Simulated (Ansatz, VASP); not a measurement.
**TiO2 in VASP and in Ansatz**

The input POSCAR:

```
TiO2
1.0
    6.0069468606      0.0000000000      0.0000000000
   -3.0034734303      5.2021685805      0.0000000000
    0.0000000000      0.0000000000      6.3026340651
Ti O
3 6
Direct
    0.4661652025      0.0000000000      0.3333333333
    0.0000000000      0.4661652025      0.6666666667
    0.5338347975      0.5338347975      0.0000000000
    0.4189423308      0.2717377456      0.2136010424
    0.7282622544      0.1472045851      0.5469343757
    0.8527954149      0.5810576692      0.8802677091
    0.2717377456      0.4189423308      0.7863989576
    0.1472045851      0.7282622544      0.4530656243
    0.5810576692      0.8527954149      0.1197322909
```

File INCAR.step1:

```
  PREC = Accurate
  ENCUT = 520
  ISMEAR = 0
  SIGMA = 0.05
  LREAL = False
  LASPH = True
  NELM = 100
  NBANDS = 46
  GGA = PE
  ALGO = Normal
  EDIFF = 1E-4
  LWAVE = True
  LCHARG = False
```

INCAR.step2

```
  PREC = Accurate
  ENCUT = 520
  EDIFF = 1E-6
  ISMEAR = 0
  SIGMA = 0.05
  LREAL = False
  LASPH = True
  NELM = 100
  ALGO = Normal
  ISIF = 2
  LWAVE = False
  LCHARG = True
  METAGGA = R2SCAN
  LMIXTAU = True
  LELF = True
  LVHAR = True
  NBANDS = 46
  ISTART = 1
```

File KPOINTS:

```
regular mesh
0
Gamma
  6 6 4
```

Input for Ansatz:

```yaml
crystal:
  lattice:
    - [6.0069468606, 0.0, 0.0]
    - [-3.0034734303, 5.2021685805, 0.0]
    - [0.0, 0.0, 6.3026340651]
  atoms:
    - { symbol: Ti, position: [0.4661652025, 0.0, 0.3333333333] }
    - { symbol: Ti, position: [0.0, 0.4661652025, 0.6666666667] }
    - { symbol: Ti, position: [0.5338347975, 0.5338347975, 0.0] }
    - { symbol: O, position: [0.4189423308, 0.2717377456, 0.2136010424] }
    - { symbol: O, position: [0.7282622544, 0.1472045851, 0.5469343757] }
    - { symbol: O, position: [0.8527954149, 0.5810576692, 0.8802677091] }
    - { symbol: O, position: [0.2717377456, 0.4189423308, 0.7863989576] }
    - { symbol: O, position: [0.1472045851, 0.7282622544, 0.4530656243] }
    - { symbol: O, position: [0.5810576692, 0.8527954149, 0.1197322909] }
basis:
  ecutwfc: 500
kpoints:
  mp_grid: { grid: [6, 6, 4] }
hamiltonian:
  xc: r2scan
scf:
  occupations: { method: gaussian, width: 0.05 }
output:
  forces: true
  stress: true
  eigenvalues: true
```

Change from the starting cell: strain +0.080 along x and y, +0.040 along z, atoms carried along.

Alike in both runs: task single point; functional r2SCAN; k mesh 6 × 6 × 4; occupations gaussian, width 0.05 eV; no spin polarisation.

|  | VASP | Ansatz |
| --- | --- | --- |
| version | VASP 6.6.1 | Ansatz 0.2.0 |
| potentials or method | VASP PAW PBE potentials, release 64 (Ti_sv, O), cutoff 520 eV | scalar-relativistic, plane waves, PAW |
| valence electrons in the cell | 72 | 72 |

```tsv
	VASP	Ansatz	Ansatz less VASP
gap on the k mesh at the Fermi level (eV)	3.14	3.13	-0.005
least direct gap on the mesh (eV)	3.15	3.14	-0.007
pressure (GPa)	-16.5	-17.0	-0.44
traceless stress, the component that is largest in VASP (GPa)	1.21	1.19	-0.011
rms of the force components (eV/Å)	0.705	0.727	+0.0229
```

VASP's potentials were made for PBE, not for r2SCAN. Atom by atom the forces differ by 0.025 eV/Å (rms over components). With one functional, cell and mesh, what is left measures potentials, basis and numerics.
